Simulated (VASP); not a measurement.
Rh, 1 atom in the cell. It takes space group Fmmm (No. 69, orthorhombic). Conventional cell: a = 2.717 Å, b = 2.815 Å, c = 4.931 Å, α = 90.00°, β = 90.00°, γ = 90.00°. Rh (site symmetry mmm) has 4 Rh at 1.96 Å within 2.6 Å. The cell was built from a structure type or drawn by symmetry, and may not be a known phase.

- Program: VASP 6.6.1
- Task: relaxation of cell and atoms
- Functional: PBE
- Potentials or basis: VASP PAW PBE potentials, release 64 (Rh_pv)
- Cutoff: 600 eV
- k mesh: 10 × 10 × 10
- Occupations: gaussian, width 0.1 eV
- Spin: no spin polarisation
- Dipole correction: no
- Further INCAR settings: ALGO = Normal; EDIFF = 1e-06; IBRION = 2; EDIFFG = -0.04; NSW = 90; ISIF = 3

Potentials or basis: VASP PAW PBE potentials, release 64 (Rh_pv).

Command:

```console
$ cat potpaw_PBE.64/Rh_pv/POTCAR > POTCAR
$ mpirun -np 1 vasp_std > vasp.out
```

Hardware: 1 thread of Intel Xeon 8259CL (shared host).

How long does it take, and how much memory?

Wall time 6.2 min on 1 thread of Intel Xeon 8259CL, on a shared host, peak memory 0.17 GiB. Counts: scf iterations 204, k points 171, ion steps 21.
